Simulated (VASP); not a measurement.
# Zr3ZnN3 (P4/mmm) in VASP: notebook, part 2 of 2

VASP 6.6.1. Earlier steps stand in the parts before.

## Step 3: Single point, PBE

This run uses another cell than the first one, of 13.03 Å³/atom.

Input file INCAR:

```
PREC     = Accurate       # precision mode
ENCUT    = 520            # plane-wave cutoff, eV
EDIFF    = 1E-6           # SCF threshold, eV
ISMEAR   = 0              # smearing method
SIGMA    = 0.1            # smearing width, eV
LREAL    = False          # projectors in reciprocal space
LASPH    = True           # aspherical terms in the spheres
NELM     = 100            # most SCF steps
ALGO     = Normal         # electronic algorithm
ISIF     = 2              # what is computed and relaxed
LWAVE    = False          # write WAVECAR
LCHARG   = False          # write CHGCAR
GGA      = PE             # functional
NBANDS   = 40             # bands
```

Input file KPOINTS:

```
regular mesh
0
Gamma
  10 10 4
```

Input file POSCAR:

```
Zr3ZnN3
1.0
    3.1990358556      0.0000000000      0.0000000000
    0.0000000000      3.1990358556      0.0000000000
    0.0000000000      0.0000000000      8.9107042970
Zr Zn N
3 1 3
Direct
    0.0000000000      0.0000000000      0.5000000000
    0.5000000000      0.5000000000      0.7751545309
    0.5000000000      0.5000000000      0.2248454691
    0.0000000000      0.0000000000      0.0000000000
    0.0000000000      0.0000000000      0.7470881109
    0.0000000000      0.0000000000      0.2529118891
    0.5000000000      0.5000000000      0.5000000000
```

Potentials or basis: VASP PAW PBE potentials, release 64 (Zr_sv, Zn, N).

On the command line:

```
> cat potpaw_PBE.64/Zr_sv/POTCAR potpaw_PBE.64/Zn/POTCAR potpaw_PBE.64/N/POTCAR > POTCAR
> mpirun -np 1 vasp_std > vasp.out
```

OUTCAR:

```text
PREC = Accurate
   ENCUT = 520
   EDIFF = 1E-6
   ISMEAR = 0
   LREAL = False
   LASPH = True
   NELM = 100
   ISIF = 2
   GGA = PE

 ion  position               nearest neighbor table
   1  0.000  0.000  0.500-   5 2.20   6 2.20   7 2.26   7 2.26   7 2.26   7 2.26   3 3.34   3 3.34
                             2 3.34   3 3.34   2 3.34   2 3.34   3 3.34   2 3.34
   2  0.500  0.500  0.775-   5 2.28   5 2.28   5 2.28   5 2.28   7 2.45   4 3.02   4 3.02   4 3.02
                             4 3.02   1 3.34   1 3.34   1 3.34   1 3.34
   3  0.500  0.500  0.225-   6 2.28   6 2.28   6 2.28   6 2.28   7 2.45   4 3.02   4 3.02   4 3.02
                             4 3.02   1 3.34   1 3.34   1 3.34   1 3.34
   4  0.000  0.000  0.000-   5 2.25   6 2.25   2 3.02   3 3.02   2 3.02   3 3.02   2 3.02   3 3.02
                             2 3.02   3 3.02
   5  0.000  0.000  0.747-   1 2.20   4 2.25   2 2.28   2 2.28   2 2.28   2 2.28
   6  0.000  0.000  0.253-   1 2.20   4 2.25   3 2.28   3 2.28   3 2.28   3 2.28
   7  0.500  0.500  0.500-   1 2.26   1 2.26   1 2.26   1 2.26   3 2.45   2 2.45

  LATTYP: Found a simple tetragonal cell.
 ALAT       =     3.1990358556
 C/A-ratio  =     2.7854343306

  Lattice vectors:

 A1 = (   3.1990358556,   0.0000000000,   0.0000000000)
 A2 = (   0.0000000000,   3.1990358556,   0.0000000000)
 A3 = (   0.0000000000,   0.0000000000,   8.9107042970)

Analysis of symmetry for initial positions (statically):
=====================================================================
 Subroutine PRICEL returns:
 Original cell was already a primitive cell.

 Routine SETGRP: Setting up the symmetry group for a
 simple tetragonal supercell.

 Subroutine GETGRP returns: Found 16 space group operations
 (whereof 16 operations were pure point group operations)
 out of a pool of 16 trial point group operations.

The static configuration has the point symmetry D_4h.

Analysis of symmetry for dynamics (positions and initial velocities):
=====================================================================
 Subroutine PRICEL returns:
 Original cell was already a primitive cell.

[... 143 lines left out ...]
   LHFCALC =     F    Hartree Fock is set to
   AEXX    =    0.0000 exact exchange contribution
   IVDW    =     0    specifies the selected vdW correction
   LEPSILON=     F    determine dielectric tensor
   LRPA    =     F    only Hartree local field effects (RPA)
 non-spin polarized calculation
 Gauss-broadening in eV      SIGMA  =   0.10
  energy-cutoff  :      520.00
  volume of cell :       91.19
 maximum number of plane-waves:      2485
 NGX is ok and might be reduce to    24
   NGX = 11   NGY = 11   NGZ = 33

 number of electron      63.0000014 magnetization

 Free energy of the ion-electron system (eV)
  ---------------------------------------------------
  ext. energy  EPLUGINS =         0.00000000
  ---------------------------------------------------
  free energy    TOTEN  =       -60.85896045 eV

  energy without entropy =      -60.85097515  energy(sigma->0) =      -60.85496780

 E-fermi :   9.8608     XC(G=0): -12.1020

 val. band max:        9.8335479274   @ k =   0.3000   0.0000   0.0000
 cond. band min:       9.8720972188   @ k =   0.5000   0.3000   0.2500
 fundamental gap:      0.0385492913
 Fermi energy:         9.8607591528

 k-point     1 :       0.0000    0.0000    0.0000
  band No.  band energies     occupation
      1     -39.7976      2.00000
      2     -39.7840      2.00000
      3     -39.5991      2.00000
      4     -18.2109      2.00000
      5     -17.9865      2.00000
      6     -17.6261      2.00000
[... 1021 lines left out ...]
     39      13.2669      0.00000
     40      13.2934      0.00000

 [... further k-points ...]

------------------------ aborting loop because EDIFF is reached ----------------------------------------

  FORCE on cell =-STRESS in cart. coord.  units (eV):
  Direction    XX          YY          ZZ          XY          YZ          ZX
  --------------------------------------------------------------------------------------
  -------------------------------------------------------------------------------------
  Total        0.1461750      0.1461750      0.1326584      0.0000000      0.0000000      0.0000000
  in kB        2.5682271      2.5682271      2.3307459      0.0000000      0.0000000      0.0000000
  external PRESSURE =       2.4890667 kB  Pullay stress =       0.0000000 kB

 VOLUME and BASIS-vectors are now :
 -----------------------------------------------------------------------------
  energy-cutoff  :      520.00
  volume of cell :       91.19
      direct lattice vectors                 reciprocal lattice vectors
     3.199035856  0.000000000  0.000000000     0.312594183  0.000000000  0.000000000
     0.000000000  3.199035856  0.000000000     0.000000000  0.312594183  0.000000000
     0.000000000  0.000000000  8.910704297     0.000000000  0.000000000  0.112224575

 POSITION                                       TOTAL-FORCE (eV/Angst)
 -----------------------------------------------------------------------------------
      0.00000      0.00000      4.45535         0.000000      0.000000      0.000000
      1.59952      1.59952      6.90717         0.000000     -0.000000      0.004719
      1.59952      1.59952      2.00353        -0.000000      0.000000     -0.004719
      0.00000      0.00000      0.00000         0.000000      0.000000      0.000000
      0.00000      0.00000      6.65708         0.000000      0.000000     -0.005739
      0.00000      0.00000      2.25362         0.000000      0.000000      0.005739
      1.59952      1.59952      4.45535         0.000000      0.000000      0.000000
 -----------------------------------------------------------------------------------
    total drift:                                0.000000     -0.000000      0.000000

  FREE ENERGIE OF THE ION-ELECTRON SYSTEM (eV)
  ---------------------------------------------------
  free  energy   TOTEN  =       -60.8589604506 eV

  energy  without entropy=      -60.8509751502  energy(sigma->0) =      -60.85496780
```

OSZICAR:

```text
N       E                     dE             d eps       ncg     rms          rms(c)
DAV:   1     0.725894381065E+03    0.72589E+03   -0.31851E+04  5064   0.180E+03
DAV:   2     0.167178789000E+02   -0.70918E+03   -0.67380E+03  5312   0.509E+02
DAV:   3    -0.667341224016E+02   -0.83452E+02   -0.81122E+02  7128   0.161E+02
DAV:   4    -0.722433895712E+02   -0.55093E+01   -0.54632E+01  7576   0.358E+01
DAV:   5    -0.724669014181E+02   -0.22351E+00   -0.22336E+00  7368   0.614E+00    0.365E+01
DAV:   6    -0.609078979620E+02    0.11559E+02   -0.65044E+01  7048   0.528E+01    0.155E+01
DAV:   7    -0.609026852004E+02    0.52128E-02   -0.72534E+00  7376   0.141E+01    0.940E+00
DAV:   8    -0.608935199555E+02    0.91652E-02   -0.10167E+00  6408   0.554E+00    0.171E+00
DAV:   9    -0.608580082177E+02    0.35512E-01   -0.28694E-01  6776   0.228E+00    0.683E-01
DAV:  10    -0.608591792333E+02   -0.11710E-02   -0.23446E-02  7240   0.109E+00    0.454E-01
DAV:  11    -0.608590396662E+02    0.13957E-03   -0.59696E-03  7360   0.577E-01    0.104E-01
DAV:  12    -0.608589629881E+02    0.76678E-04   -0.48154E-04  6440   0.141E-01    0.272E-02
DAV:  13    -0.608589600399E+02    0.29482E-05   -0.40765E-05  7784   0.382E-02    0.204E-02
DAV:  14    -0.608589604506E+02   -0.41070E-06   -0.88232E-06  6960   0.203E-02
   1 F= -.60858960E+02 E0= -.60854968E+02  d E =-.798530E-02
```

stdout:

```text
POSCAR found type information on POSCAR ZrZnN
 POSCAR found :  3 types and       7 ions
 scaLAPACK will be used
 LDA part: xc-table for (Slater+PW92), standard interpolation
 POSCAR, INCAR and KPOINTS ok, starting setup
 FFT: planning ... GRIDC
 FFT: planning ... GRID_SOFT
 FFT: planning ... GRID
 WAVECAR not read
 entering main loop
```

Wall time 2.1 min (1 thread of AMD EPYC 9R45 (Zen 5), shared host); peak memory 0.29 GiB.

Results:

- Free energy: -60.8590 eV
- Pressure: 0.2 GPa
- Largest force: 0.006 eV/Å
- Band gap on the k mesh: zero (an odd number of electrons rules out a gap without spin polarisation)

Forces in eV/Å, atoms in the order of the input:
```
Zr   0.000  0.000  0.000
Zr   0.000  0.000  0.005
Zr   0.000  0.000 -0.005
Zn   0.000  0.000  0.000
N    0.000  0.000 -0.006
N    0.000  0.000  0.006
N    0.000  0.000  0.000
```

Levels at points of the mesh, in eV from the Fermi level:
| k point | band 29 | band 30 | band 31 | band 32 | band 33 | band 34 |
| --- | --- | --- | --- | --- | --- | --- |
| (0.00, 0.00, 0.00) | -2.90 | -2.45 | -2.45 | -2.10 | -1.23 | 1.43 |
| (0.50, 0.00, 0.00) | -5.01 | -2.38 | -0.96 | 2.04 | 2.21 | 2.26 |
| (0.50, 0.50, 0.00) | -3.22 | -1.82 | -1.82 | -0.69 | -0.69 | 0.94 |
| (0.00, 0.00, 0.50) | -2.39 | -2.39 | -2.10 | -1.27 | -1.22 | 0.88 |
| (0.50, 0.00, 0.50) | -5.00 | -2.33 | 0.09 | 1.73 | 2.05 | 2.39 |
| (0.50, 0.50, 0.50) | -2.98 | -2.47 | -2.47 | 0.50 | 0.50 | 1.19 |

Caveat: an odd number of electrons without spin polarisation forces a metal; a magnetic or distorted state may lie lower.

## Step 4: Single point, r2SCAN

This run uses another cell than the first one, of 13.03 Å³/atom.

POSCAR is that of step 3.

Input file INCAR.step1:

```
ALGO     = Normal         # electronic algorithm
EDIFF    = 1E-4           # SCF threshold, eV
ENCUT    = 520            # plane-wave cutoff, eV
GGA      = PE             # functional
ISMEAR   = 0              # smearing method
LASPH    = True           # aspherical terms in the spheres
LCHARG   = False          # write CHGCAR
LREAL    = False          # projectors in reciprocal space
LWAVE    = True           # write WAVECAR
NBANDS   = 40             # bands
NELM     = 60             # most SCF steps
PREC     = Accurate       # precision mode
SIGMA    = 0.1            # smearing width, eV
```

Input file INCAR.step2:

```
ALGO     = Normal         # electronic algorithm
EDIFF    = 1E-6           # SCF threshold, eV
ENCUT    = 520            # plane-wave cutoff, eV
ISIF     = 2              # what is computed and relaxed
ISMEAR   = 0              # smearing method
ISTART   = 1            
LASPH    = True           # aspherical terms in the spheres
LCHARG   = False          # write CHGCAR
LMIXTAU  = True         
LREAL    = False          # projectors in reciprocal space
LWAVE    = False          # write WAVECAR
METAGGA  = R2SCAN         # meta-GGA
NBANDS   = 40             # bands
NELM     = 60             # most SCF steps
PREC     = Accurate       # precision mode
SIGMA    = 0.1            # smearing width, eV
```

Input file KPOINTS:

```
k-points
0
Gamma
  10 10 4
```

On the command line:

```
> cat potpaw_PBE.64/Zr_sv/POTCAR potpaw_PBE.64/Zn/POTCAR potpaw_PBE.64/N/POTCAR > POTCAR
> cp INCAR.step1 INCAR
> mpirun -np 1 vasp_std > vasp.out
> cp INCAR.step2 INCAR
> mpirun -np 1 vasp_std > vasp.out
```

It took 8 min on 1 thread of AMD EPYC 9R45 (Zen 5), shared host; peak memory 0.31 GiB.

The run converged. Its results:

```yaml
Free_energy: -115.0984 eV
Pressure: -1.5 GPa
Largest_force: 0.291 eV/Å
Band_gap_on_the_k_mesh: zero (an odd number of electrons rules out a gap without spin polarisation)
```

Forces on the atoms (eV/Å):
```
Zr   0.000  0.000  0.000
Zr   0.000  0.000  0.291
Zr   0.000  0.000 -0.291
Zn   0.000  0.000  0.000
N    0.000  0.000 -0.180
N    0.000  0.000  0.180
N    0.000  0.000  0.000
```

Stress tensor (GPa, compression positive):
```
-1.34  0.00  0.00
 0.00 -1.34  0.00
 0.00  0.00 -1.80
```

Levels at points of the mesh, in eV from the Fermi level:
```
           k point  band 27  band 28  band 29  band 30  band 31  band 32  band 33  band 34  band 35  band 36
(0.00, 0.00, 0.00)    -3.46    -3.46    -2.93    -2.78    -2.78    -2.11    -1.26     1.51     1.51     1.73
(0.50, 0.00, 0.00)    -5.55    -5.39    -5.31    -2.64    -1.06     2.15     2.32     2.36     2.53     2.73
(0.50, 0.50, 0.00)    -3.91    -3.56    -3.56    -1.99    -1.99    -0.70    -0.70     0.97     2.27     2.48
(0.00, 0.00, 0.50)    -3.50    -2.94    -2.72    -2.72    -2.11    -1.50    -1.24     0.96     0.96     1.23
(0.50, 0.00, 0.50)    -5.75    -5.46    -5.37    -2.59     0.02     1.82     2.15     2.55     2.68     2.70
(0.50, 0.50, 0.50)    -4.11    -3.33    -3.33    -2.62    -2.62     0.54     0.54     1.23     1.23     1.83
```

Caveat: the PAW data sets were made with another functional, which shifts forces and pressure a little; an odd number of electrons without spin polarisation forces a metal; a magnetic or distorted state may lie lower.

## Step 5: The runs side by side

| level | cell | gap on the mesh (eV) | pressure (GPa) | largest force (eV/Å) |
| --- | --- | --- | --- | --- |
| PBE | a = 3.098, b = 3.098, c = 8.360 Å, 7 atoms, atomic positions A | none | 30.9 | 0.03 |
| PBE | a = 3.199, b = 3.199, c = 8.911 Å, 7 atoms, atomic positions B | none | 0.2 | 0.01 |
| r2SCAN | a = 3.199, b = 3.199, c = 8.911 Å, 7 atoms, atomic positions B | none | -1.5 | 0.29 |

Alike in all rows: task single point; potentials or basis VASP PAW PBE potentials, release 64 (Zr_sv, Zn, N); no spin polarisation; k mesh 10 × 10 × 4; cutoff (eV) 520; smearing gaussian 0.1 eV.

Caveats: an odd number of electrons without spin polarisation forces a metal; a magnetic or distorted state may lie lower; the cell stands under pressure (at least some runs); the PAW data sets were made with another functional, which shifts forces and pressure a little (at least some runs).

Total energies depend on the potentials used, so only differences within one code and one set of settings carry meaning.

The gap in the log of VASP goes by the Fermi energy; the results here count the filled bands.